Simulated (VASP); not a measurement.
# InP (F-43m) in VASP: further runs

The runs below take InP through vibrations by perturbation theory, with LDA.

All numbers are computed with VASP 6.6.1; they aren't measurements. Logs are shortened: lines on timing, memory, paths and dates and some standing lists are left out, and cuts for length are marked.

## 1. The cell of the first run

The structure is cubic, space group F-43m (No. 216). The conventional cell has a = 5.827 Å, b = 5.827 Å, c = 5.827 Å, α = 90.00°, β = 90.00°, γ = 90.00°. In (site symmetry -43m) has 4 P at 2.52 Å within 3.3 Å. P (site symmetry -43m) has 4 In at 2.52 Å within 3.3 Å.

## 2. Vibrations by perturbation theory, LDA

Input file INCAR:

```
ALGO = Normal
EDIFF = 1E-8
ENCUT = 520
GGA = CA
IBRION = 8
ISIF = 2
ISMEAR = 0
LASPH = T
LCHARG = T
LREAL = F
LWAVE = F
NBANDS = 16
NELM = 60
NSW = 1
PREC = Accurate
SIGMA = 0.01
```

Input file KPOINTS:

```
k-points
0
Gamma
  8 8 8
```

Input file POSCAR:

```
InP
1.0
    2.9136593589      2.9136593589      0.0000000000
   -2.9136593589      2.9136593589      0.0000000000
    0.0000000000      2.9136593589      2.9136593589
In P
1 1
Direct
    0.0000000000      0.0000000000      0.0000000000
    0.7500000000      0.2500000000      0.5000000000
```

Potentials or basis: VASP PAW LDA potentials, release 64 (In_d, P).

Command:

```sh
> cat potpaw_LDA.64/In_d/POTCAR potpaw_LDA.64/P/POTCAR > POTCAR
> mpirun -np 1 vasp_std > vasp.out
```

OUTCAR:

```text
EDIFF = 1E-8
   ENCUT = 520
   GGA = CA
   IBRION = 8
   ISIF = 2
   ISMEAR = 0
   LASPH = T
   LREAL = F
   NELM = 60
   NSW = 1
   PREC = Accurate

 ion  position               nearest neighbor table
   1  0.000  0.000  0.000-   2 2.52   2 2.52   2 2.52   2 2.52
   2  0.750  0.250  0.500-   1 2.52   1 2.52   1 2.52   1 2.52

  LATTYP: Found a face centered cubic cell.
 ALAT       =     5.8273187178

  Lattice vectors:

 A1 = (   0.0000000000,   2.9136593589,   2.9136593589)
 A2 = (   2.9136593589,   0.0000000000,   2.9136593589)
 A3 = (   2.9136593589,   2.9136593589,   0.0000000000)

Analysis of symmetry for initial positions (statically):
=====================================================================
 Subroutine PRICEL returns:
 Original cell was already a primitive cell.

 Routine SETGRP: Setting up the symmetry group for a
 face centered cubic supercell.

 Subroutine GETGRP returns: Found 24 space group operations
 (whereof 24 operations were pure point group operations)
 out of a pool of 48 trial point group operations.

The static configuration has the point symmetry T_d .

Analysis of symmetry for dynamics (positions and initial velocities):
=====================================================================
 Subroutine PRICEL returns:
 Original cell was already a primitive cell.

 Routine SETGRP: Setting up the symmetry group for a
 face centered cubic supercell.

 Subroutine GETGRP returns: Found 24 space group operations
 (whereof 24 operations were pure point group operations)
 out of a pool of 48 trial point group operations.

The dynamic configuration has the point symmetry T_d .

 Subroutine INISYM returns: Found 24 space group operations
 (whereof 24 operations are pure point group operations),
 and found     1 'primitive' translations

----------------------------------------------------------------------------------------

                                     Primitive cell

  volume of cell :      49.4705

  direct lattice vectors                    reciprocal lattice vectors
     2.913659359  2.913659359  0.000000000     0.171605510  0.171605510 -0.171605510
    -2.913659359  2.913659359  0.000000000    -0.171605510  0.171605510 -0.171605510
     0.000000000  2.913659359  2.913659359     0.000000000  0.000000000  0.343211020

  length of vectors
     4.120536581  4.120536581  4.120536581     0.297229462  0.297229462  0.343211020

  position of ions in fractional coordinates (direct lattice)
     0.000000000  0.000000000  0.000000000
     0.750000000  0.250000000  0.500000000

  ion indices of the primitive-cell ions
   primitive index   ion index
                 1           1
                 2           2

----------------------------------------------------------------------------------------

 KPOINTS: k-points

Automatic generation of k-mesh.
 Grid dimensions read from file:
 generate k-points for:    8    8    8

 Generating k-lattice:

  Cartesian coordinates                     Fractional coordinates (reciprocal lattice)
     0.021450689  0.021450689 -0.021450689     0.125000000  0.000000000  0.000000000
    -0.021450689  0.021450689 -0.021450689     0.000000000  0.125000000  0.000000000
     0.000000000  0.000000000  0.042901377     0.000000000  0.000000000  0.125000000

  Length of vectors
     0.037153683  0.037153683  0.042901377

  Shift w.r.t. Gamma in fractional coordinates (k-lattice)
     0.000000000  0.000000000  0.000000000

[... 67 lines left out ...]
   IALGO  =     38    algorithm
   IMIX   =      4    mixing-type and parameters
     AMIX     =   0.40;   BMIX     =  1.00
     AMIX_MAG =   1.60;   BMIX_MAG =  1.00
  volume/ion in A,a.u.               =      24.74       166.92
  Fermi-wavevector in a.u.,A,eV,Ry     =   1.168737  2.208593 18.584834  1.365947
  Thomas-Fermi vector in A             =   2.305220
   LORBIT       =      0    0 simple, 1 ext, 2 COOP (PROOUT), +10 PAW based schemes
   GGA     = CA    functional components
   LHFCALC =     F    Hartree Fock is set to
   AEXX    =    0.0000 exact exchange contribution
   IVDW    =     0    specifies the selected vdW correction
   LEPSILON=     F    determine dielectric tensor
   LRPA    =     F    only Hartree local field effects (RPA)
 non-spin polarized calculation
 Gauss-broadening in eV      SIGMA  =   0.01
  energy-cutoff  :      520.00
  volume of cell :       49.47
 maximum number of plane-waves:      1363
   NGX = 15   NGY = 15   NGZ = 15

--------------------------------------- Ionic step        1  -------------------------------------------

 number of electron      17.9999998 magnetization

 Free energy of the ion-electron system (eV)
  ---------------------------------------------------
  ext. energy  EPLUGINS =         0.00000000
  ---------------------------------------------------
  free energy    TOTEN  =        -9.67209989 eV

  energy without entropy =       -9.67209989  energy(sigma->0) =       -9.67209989

 E-fermi :   5.2670     XC(G=0):  -9.6853

 val. band max:        5.2022935675   @ k =   0.0000   0.0000   0.0000
 cond. band min:       5.8063433248   @ k =   0.0000   0.0000   0.0000
 fundamental gap:      0.6040497573
 Fermi energy:         5.2669627445

 k-point     1 :       0.0000    0.0000    0.0000
  band No.  band energies     occupation
      1      -9.0229      2.00000
      2      -9.0229      2.00000
      3      -9.0229      2.00000
      4      -8.8591      2.00000
      5      -8.8591      2.00000
      6      -6.4636      2.00000
[... 433 lines left out ...]
      3      -8.9492      2.00000
      4      -8.8657      2.00000
      5      -8.8453      2.00000
      6      -4.3182      2.00000
[... 8 lines left out ...]
     15      15.8169      0.00000
     16      16.5046      0.00000

 [... further k-points ...]
[... 5 lines left out ...]
  --------------------------------------------------------------------------------------
  -------------------------------------------------------------------------------------
  Total        0.0003241      0.0003241      0.0003241      0.0000000     -0.0000000     -0.0000000
  in kB        0.0104962      0.0104962      0.0104962      0.0000000     -0.0000000     -0.0000000
  external PRESSURE =       0.0104962 kB  Pullay stress =       0.0000000 kB

 VOLUME and BASIS-vectors are now :
 -----------------------------------------------------------------------------
  energy-cutoff  :      520.00
  volume of cell :       49.47
      direct lattice vectors                 reciprocal lattice vectors
     2.913659359  2.913659359  0.000000000     0.171605510  0.171605510 -0.171605510
    -2.913659359  2.913659359  0.000000000    -0.171605510  0.171605510 -0.171605510
     0.000000000  2.913659359  2.913659359     0.000000000  0.000000000  0.343211020

 POSITION                                       TOTAL-FORCE (eV/Angst)
 -----------------------------------------------------------------------------------
      0.00000      0.00000      0.00000        -0.000000     -0.000000      0.000000
      1.45683      4.37049      1.45683         0.000000      0.000000      0.000000
 -----------------------------------------------------------------------------------
    total drift:                                0.000000     -0.000000     -0.000000

  FREE ENERGIE OF THE ION-ELECTRON SYSTEM (eV)
  ---------------------------------------------------
  free  energy   TOTEN  =        -9.6720998938 eV

  energy  without entropy=       -9.6720998938  energy(sigma->0) =       -9.67209989

[... ionic steps 2 to 3 ...]

--------------------------------------- Ionic step        4  -------------------------------------------

------------------------ aborting loop because EDIFF is reached ----------------------------------------

[... ionic steps 5 to 6 ...]

--------------------------------------- Ionic step        7  -------------------------------------------

 Free energy of the ion-electron system (eV)
  ---------------------------------------------------
  ---------------------------------------------------
  free energy    TOTEN  =        -0.04914521 eV

  energy without entropy =       -0.04914521

------------------------ aborting loop because EDIFF is reached ----------------------------------------

 INTERNAL STRAIN TENSOR  FOR ION    2  DIRECTION 1   (eV/Angst):
 -----------------------------------------------------------------------------
     0.02473  0.00000  0.00000
     0.00000 -0.01475  8.04891
     0.00000  8.04891 -0.01475

 INTERNAL STRAIN TENSOR FOR ION    2 for displacements in x,y,z  (eV/Angst):
          X           Y           Z          XY          YZ          ZX
  --------------------------------------------------------------------------------
  x     0.00000     0.00000     0.00000     0.00000     8.04891     0.00000
  y     0.00000     0.00000     0.00000     0.00000     0.00000     8.04891
  z     0.00000     0.00000     0.00000     8.04891     0.00000     0.00000

 SECOND DERIVATIVES (NOT SYMMETRIZED)
 ------------------------------------
               1X          1Y          1Z          2X          2Y          2Z
  1X    -8.232569    0.000000    0.000000    8.232569    0.000000    0.000000
  1Y     0.000000   -8.232569    0.000000    0.000000    8.232569    0.000000
  1Z     0.000000    0.000000   -8.232569    0.000000    0.000000    8.232569
  2X     8.235086   -0.000000    0.000000   -8.235086    0.000000   -0.000000
  2Y     0.000000    8.235086   -0.000000   -0.000000   -8.235086    0.000000
  2Z     0.000000   -0.000000    8.235086   -0.000000    0.000000   -8.235086

 Eigenvectors and eigenvalues of the dynamical matrix
 ----------------------------------------------------

   1 f  =    9.083079 THz    57.070671 2PiTHz  302.978914 cm-1    37.564581 meV
             X         Y         Z           dx          dy          dz
      0.000000  0.000000  0.000000     0.460868   -0.000000   -0.000000
      1.456830  4.370489  1.456830    -0.887469    0.000000    0.000000
[... 21 lines left out ...]
   6 f/i=    0.000568 THz     0.003569 2PiTHz    0.018946 cm-1     0.002349 meV
             X         Y         Z           dx          dy          dz
      0.000000  0.000000  0.000000     0.000000   -0.000000    0.887469
      1.456830  4.370489  1.456830    -0.000000    0.000000    0.460868

--------------------------------------------------------------------------------------------------------

 ELASTIC MODULI CONTR FROM IONIC RELAXATION (kBar)
 Direction    XX          YY          ZZ          XY          YZ          ZX
 --------------------------------------------------------------------------------
 XX           0.0000      0.0000      0.0000      0.0000      0.0000      0.0000
 YY           0.0000      0.0000      0.0000      0.0000      0.0000      0.0000
 ZZ           0.0000      0.0000      0.0000      0.0000      0.0000      0.0000
 XY           0.0000      0.0000      0.0000   -251.0077     -0.0000      0.0000
 YZ           0.0000      0.0000      0.0000     -0.0000   -251.0077     -0.0000
 ZX           0.0000      0.0000      0.0000      0.0000     -0.0000   -251.0077
 --------------------------------------------------------------------------------
```

It took 1.8 min on 1 thread of Intel Xeon Platinum 8488C (Sapphire Rapids), shared host; peak memory 0.31 GiB.

What came out:

- Highest phonon frequency at Γ, LO-TO splitting left out: 303 cm⁻¹

Phonon frequencies in cm⁻¹ (negative: imaginary):
| q point | frequencies |
| --- | --- |
| (0.000, 0.000, 0.000) | 0 0 0 303 303 303 |

Caveat: spin-orbit coupling is left out, which moves the levels of the heavy elements.

## 3. Vibrations by perturbation theory, LDA

This run uses another cell than the first one, of 25.48 Å³/atom, 1.030 times its volume.

Input file INCAR:

```
SYSTEM = InP
  ALGO = Normal
  EDIFF = 1E-8
  ENCUT = 520
  GGA = CA
  IBRION = 8
  ISIF = 2
  ISMEAR = 0
  LASPH = .True.
  LCHARG = .False.
  LREAL = .False.
  LWAVE = .False.
  NBANDS = 16
  NELM = 80
  NSW = 1
  PREC = Accurate
  SIGMA = 0.01
```

Input file KPOINTS:

```
k-points
0
Gamma
  8 8 8
  0 0 0
```

Input file POSCAR:

```
InP
1.0
    2.9426868716      2.9426868716      0.0000000000
   -2.9426868716      2.9426868716      0.0000000000
    0.0000000000      2.9426868716      2.9426868716
In P
1 1
Direct
    0.0000000000      0.0000000000      0.0000000000
    0.7500000000      0.2500000000      0.5000000000
```

Potentials or basis: VASP PAW LDA potentials, release 64 (In_d, P).

Command:

```sh
> cat potpaw_LDA.64/In_d/POTCAR potpaw_LDA.64/P/POTCAR > POTCAR
> mpirun -np 1 vasp_std > vasp.out
```

OUTCAR:

```text
SYSTEM = InP
   EDIFF = 1E-8
   ENCUT = 520
   GGA = CA
   IBRION = 8
   ISIF = 2
   ISMEAR = 0
   LASPH = .True.
   LREAL = .False.
   NELM = 80
   NSW = 1
   PREC = Accurate

 ion  position               nearest neighbor table
   1  0.000  0.000  0.000-   2 2.55   2 2.55   2 2.55   2 2.55
   2  0.750  0.250  0.500-   1 2.55   1 2.55   1 2.55   1 2.55

  LATTYP: Found a face centered cubic cell.
 ALAT       =     5.8853737432

  Lattice vectors:

 A1 = (   0.0000000000,   2.9426868716,   2.9426868716)
 A2 = (   2.9426868716,   0.0000000000,   2.9426868716)
 A3 = (   2.9426868716,   2.9426868716,   0.0000000000)

Analysis of symmetry for initial positions (statically):
=====================================================================
 Subroutine PRICEL returns:
 Original cell was already a primitive cell.

 Routine SETGRP: Setting up the symmetry group for a
 face centered cubic supercell.

 Subroutine GETGRP returns: Found 24 space group operations
 (whereof 24 operations were pure point group operations)
 out of a pool of 48 trial point group operations.

The static configuration has the point symmetry T_d .

Analysis of symmetry for dynamics (positions and initial velocities):
=====================================================================
 Subroutine PRICEL returns:
 Original cell was already a primitive cell.

 Routine SETGRP: Setting up the symmetry group for a
 face centered cubic supercell.

 Subroutine GETGRP returns: Found 24 space group operations
 (whereof 24 operations were pure point group operations)
[... 641 lines left out ...]
    total drift:                                0.000001     -0.000000      0.000000

  FREE ENERGIE OF THE ION-ELECTRON SYSTEM (eV)
  ---------------------------------------------------
  free  energy   TOTEN  =        -9.6631279013 eV

  energy  without entropy=       -9.6631279013  energy(sigma->0) =       -9.66312790

[... ionic steps 2 to 3 ...]

--------------------------------------- Ionic step        4  -------------------------------------------

------------------------ aborting loop because EDIFF is reached ----------------------------------------

[... ionic steps 5 to 6 ...]

--------------------------------------- Ionic step        7  -------------------------------------------

 Free energy of the ion-electron system (eV)
  ---------------------------------------------------
  ---------------------------------------------------
  free energy    TOTEN  =        -0.04904348 eV

  energy without entropy =       -0.04904348

------------------------ aborting loop because EDIFF is reached ----------------------------------------

 INTERNAL STRAIN TENSOR  FOR ION    2  DIRECTION 1   (eV/Angst):
 -----------------------------------------------------------------------------
     0.01957  0.00000  0.00000
     0.00000 -0.01250  6.86260
     0.00000  6.86260 -0.01250

 INTERNAL STRAIN TENSOR FOR ION    2 for displacements in x,y,z  (eV/Angst):
          X           Y           Z          XY          YZ          ZX
  --------------------------------------------------------------------------------
  x    -0.00000    -0.00000    -0.00000     0.00000     6.86260     0.00000
  y    -0.00000     0.00000    -0.00000     0.00000     0.00000     6.86260
  z    -0.00000    -0.00000    -0.00000     6.86260     0.00000     0.00000

 SECOND DERIVATIVES (NOT SYMMETRIZED)
 ------------------------------------
               1X          1Y          1Z          2X          2Y          2Z
  1X    -7.639630   -0.000000    0.000000    7.639630    0.000000   -0.000000
  1Y     0.000000   -7.639630   -0.000000   -0.000000    7.639630    0.000000
  1Z     0.000000   -0.000000   -7.639630   -0.000000    0.000000    7.639630
  2X     7.620643    0.000000   -0.000000   -7.620643   -0.000000    0.000000
  2Y    -0.000000    7.620643    0.000000    0.000000   -7.620643   -0.000000
  2Z    -0.000000    0.000000    7.620643    0.000000   -0.000000   -7.620643

 Eigenvectors and eigenvalues of the dynamical matrix
 ----------------------------------------------------

   1 f  =    8.740251 THz    54.916616 2PiTHz  291.543389 cm-1    36.146757 meV
             X         Y         Z           dx          dy          dz
      0.000000  0.000000  0.000000     0.000000   -0.000000   -0.461375
      1.471343  4.414030  1.471343    -0.000000    0.000000    0.887205
[... 21 lines left out ...]
   6 f/i=    0.004451 THz     0.027969 2PiTHz    0.148482 cm-1     0.018409 meV
             X         Y         Z           dx          dy          dz
      0.000000  0.000000  0.000000     0.459698    0.758822   -0.000000
      1.471343  4.414030  1.471343     0.239058    0.394612    0.000000

--------------------------------------------------------------------------------------------------------

 ELASTIC MODULI CONTR FROM IONIC RELAXATION (kBar)
 Direction    XX          YY          ZZ          XY          YZ          ZX
 --------------------------------------------------------------------------------
 XX          -0.0000     -0.0000     -0.0000      0.0000      0.0000      0.0000
 YY          -0.0000     -0.0000     -0.0000      0.0000      0.0000     -0.0000
 ZZ          -0.0000     -0.0000     -0.0000      0.0000      0.0000      0.0000
 XY           0.0000      0.0000      0.0000   -190.9099     -0.0000      0.0000
 YZ           0.0000      0.0000      0.0000     -0.0000   -190.9099      0.0000
 ZX           0.0000     -0.0000      0.0000      0.0000      0.0000   -190.9099
 --------------------------------------------------------------------------------
```

OSZICAR:

```text
N       E                     dE             d eps       ncg     rms          rms(c)
DAV:   1     0.112614327208E+03    0.11261E+03   -0.84850E+03   928   0.124E+03
[... 44 lines left out ...]
RMM:   6    -0.490418885397E-01    0.96662E-05   -0.85818E-06  5894   0.976E-03    0.388E-03
RMM:   7    -0.490408516359E-01    0.10369E-05   -0.54758E-07  5993   0.369E-03    0.158E-03
RMM:   8    -0.490431637733E-01   -0.23121E-05    0.37557E-07  6095   0.132E-03    0.409E-04
RMM:   9    -0.490433292369E-01   -0.16546E-06    0.11685E-07  6627   0.474E-04    0.201E-04
RMM:  10    -0.490434116527E-01   -0.82416E-07    0.32354E-08  6203   0.200E-04    0.407E-05
RMM:  11    -0.490434836976E-01   -0.72045E-07   -0.22422E-07  6464   0.805E-05    0.187E-05
RMM:  12    -0.490434829400E-01    0.75762E-09   -0.70314E-08  6350   0.388E-05    0.769E-06
 Linear response finished
```

stdout:

```text
POSCAR found type information on POSCAR InP
 POSCAR found :  2 types and       2 ions
 scaLAPACK will be used
 LDA part: xc-table for (Slater(with rela. corr.)+CA(PZ))
 , standard interpolation
 POSCAR, INCAR and KPOINTS ok, starting setup
 FFT: planning ... GRIDC
 FFT: planning ... GRID_SOFT
 FFT: planning ... GRID
 WAVECAR not read
 entering main loop
 Linear response reoptimize wavefunctions to high precision
 Linear response DOF=           2
 Linear response progress:
 first order change of Fermi-energy   0.36033E-01
 force on displaced ion       1 direction 1 :  -7.640  -0.000   0.000
 Linear response progress:
 first order change of Fermi-energy  -0.37707E-01
 force on displaced ion       2 direction 1 :  -7.621  -0.000  -0.000
 Linear response finished
```

Run time: 1.8 min. Hardware: 1 thread of Intel Xeon Platinum 8488C (Sapphire Rapids), shared host; peak memory 0.31 GiB.

What came out:

| Item | Value |
| --- | --- |
| Highest phonon frequency at Γ, LO-TO splitting left out | 292 cm⁻¹ |

Phonon frequencies in cm⁻¹ (negative: imaginary):
| q point | frequencies |
| --- | --- |
| (0.000, 0.000, 0.000) | 0 0 0 292 292 292 |

Caveat: the cell wasn't relaxed at this level first, which shifts response properties; spin-orbit coupling is left out, which moves the levels of the heavy elements.
